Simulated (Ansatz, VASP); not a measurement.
# One calculation of PC, two programs

```
P C
1.0
     2.67380    0.00000    0.00000
     0.00000    2.67380    0.00000
     0.00000    0.00000    2.67380
P C
1 1
Direct
  0.00000 0.00000 0.00000
  0.50000 0.50000 0.50000
```

Change from the starting cell: species swapped into the ScIr type (Pm-3m, No. 221).

Alike in both runs: functional PBE; k mesh 6 × 6 × 6; occupations gaussian, width 0.2 eV; no spin polarisation.

Ansatz relaxed the structure, and its values are those at the end. VASP's run is a single point on that final structure, the one shown.

|  | VASP | Ansatz |
| --- | --- | --- |
| version | VASP 6.6.1 | Ansatz 0.2.0 |
| potentials or method | VASP PAW PBE potentials, release 64 (P, C), cutoff 600 eV | scalar-relativistic, plane waves, PAW |
| valence electrons in the cell | 9 | 9 |

VASP gave:

* gap on the k mesh at the Fermi level (eV): none
* pressure (GPa): -0.3

**Question.** Estimate Ansatz's values.

**Answer.** gap on the k mesh at the Fermi level (eV): none; pressure (GPa): 0.0.

A gap of «none» marks a metal or a gap that the smearing closes. With one functional, cell and mesh, what is left measures potentials, basis and numerics.

The k mesh is coarse, so the values compare programs but aren't converged.
